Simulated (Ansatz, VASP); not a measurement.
## SnSe: VASP beside Ansatz

```xyz
8
Lattice="0.0000 -4.1672 0.0000 0.0000 0.0000 -4.3884 11.9836 0.0000 0.0000" Properties=species:S:1:pos:R:3 pbc="T T T"
Sn    7.0929   -3.1254   -3.9669
Sn    4.3907   -1.0418   -0.4215
Sn   10.1325   -1.0418   -1.7727
Sn    1.3511   -3.1254   -2.6157
Se    4.0996   -3.1254   -2.2952
Se    7.3840   -1.0418   -2.0932
Se    1.6422   -1.0418   -0.1010
Se    9.8414   -3.1254   -4.2874
```

Alike in both runs: task single point; functional PBE; dispersion D3(BJ); k mesh 8 × 8 × 3; occupations gaussian, width 0.05 eV; no spin polarisation.

|  | VASP | Ansatz |
| --- | --- | --- |
| version | VASP 6.6.1 | Ansatz 0.2.0 |
| potentials or method | VASP PAW PBE potentials, release 64 (Sn_d, Se), cutoff 520 eV | scalar-relativistic, plane waves, PAW |
| valence electrons in the cell | 80 | 120 |

VASP gave:

* gap on the k mesh at the Fermi level (eV): 0.46
* least direct gap on the mesh (eV): 0.88
* pressure (GPa): -0.3
* traceless stress, the component that is largest in VASP (GPa): -0.95
* rms of the force components (eV/Å): 0.060

Problem. What did Ansatz give for the same quantities?

Solution. gap on the k mesh at the Fermi level (eV): 0.47; least direct gap on the mesh (eV): 0.89; pressure (GPa): -0.4; traceless stress, the component that is largest in VASP (GPa): -0.96; rms of the force components (eV/Å): 0.055.

Atom by atom the forces differ by 0.008 eV/Å (rms over components). VASP's potentials hold 80 valence electrons a cell and Ansatz's 120, so a difference there can come from the potentials and not from the codes.
